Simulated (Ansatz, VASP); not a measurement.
**Zn in VASP and in Ansatz**

The input INCAR:

```
SYSTEM = Zn
PREC = Accurate
ENCUT = 520
EDIFF = 1E-6
ISMEAR = 0
SIGMA = 0.15
LREAL = .False.
LASPH = .True.
NELM = 60
ALGO = Fast
ISIF = 2
LWAVE = .False.
LCHARG = .True.
GGA = PS
LELF = .True.
LVHAR = .True.
NBANDS = 12
```

The input KPOINTS:

```
Automatic mesh
0
Gamma
  22 22 22
  0 0 0
```

Contents of POSCAR:

```
Zn
1.0
   -1.2910477510      1.4947849851      1.4947849851
    1.4947849851     -1.2910477510      1.4947849851
    1.4947849851      1.4947849851     -1.2910477510
Zn
1
Direct
    0.0000000000      0.0000000000      0.0000000000
```

Input for Ansatz:

```yaml
crystal:
  lattice:
    - [-1.291047751, 1.4947849851, 1.4947849851]
    - [1.4947849851, -1.291047751, 1.4947849851]
    - [1.4947849851, 1.4947849851, -1.291047751]
  atoms:
    - { symbol: Zn, position: [0.0, 0.0, 0.0] }
basis:
  ecutwfc: 520.0
kpoints:
  mp_grid: { grid: [22, 22, 22] }
hamiltonian:
  xc: pbesol
scf:
  occupations: { method: gaussian, width: 0.15 }
output:
  forces: true
  stress: true
  eigenvalues: true
```

Alike in both runs: task single point; functional PBEsol; k mesh 22 × 22 × 22; occupations gaussian, width 0.15 eV; no spin polarisation.

```csv
,VASP,Ansatz
version,VASP 6.6.1,Ansatz 0.2.0
potentials or method,"VASP PAW PBE potentials, release 64 (Zn), cutoff 520 eV","scalar-relativistic, plane waves, PAW"
valence electrons in the cell,12,12
```

VASP gave:

- gap on the k mesh at the Fermi level (eV): none
- pressure (GPa): 13.4
- traceless stress, the component that is largest in VASP (GPa): -4.55

Question: What did Ansatz give for the same quantities?

Answer: gap on the k mesh at the Fermi level (eV): none; pressure (GPa): 12.7; traceless stress, the component that is largest in VASP (GPa): -4.46.

VASP's potentials were made for PBE, not for PBEsol. A gap of «none» marks a metal or a gap that the smearing closes.
